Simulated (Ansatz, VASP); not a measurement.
# One calculation of Pt, two programs

```
CELL_PARAMETERS angstrom
2.58007 0.00000 0.00000
-1.29003 2.23440 0.00000
0.00000 0.00000 4.37423
ATOMIC_POSITIONS crystal
Pt 0.33333 0.66667 0.25000
Pt 0.66667 0.33333 0.75000
```

Change from the starting cell: volume scaled by 0.8, norm-conserving files.

Alike in both runs: task single point; functional PBE; k mesh 15 × 15 × 8; occupations fermi-dirac, width 0.05 eV; no spin polarisation.

```csv
,VASP,Ansatz
version,VASP 6.6.1,Ansatz 0.2.0
potentials or method,"VASP PAW PBE potentials, release 64 (Pt)","norm-conserving pseudopotentials, scalar-relativistic"
plane-wave cutoff (eV),520,1143
valence electrons in the cell,20,36
```

|  | VASP | Ansatz | Ansatz less VASP |
| --- | --- | --- | --- |
| pressure (GPa) | 97.4 | 98.1 | +0.68 |
| traceless stress, the component that is largest in VASP (GPa) | -0.06 | -0.11 | -0.057 |

Both programs put the cell under a high pressure, so it lies far from rest at this level. VASP's potentials hold 20 valence electrons a cell and Ansatz's 36, so a difference there can come from the potentials and not from the codes.

Spin-orbit coupling is off throughout. Noted on VASP's run: the cell as given lies far from equilibrium.
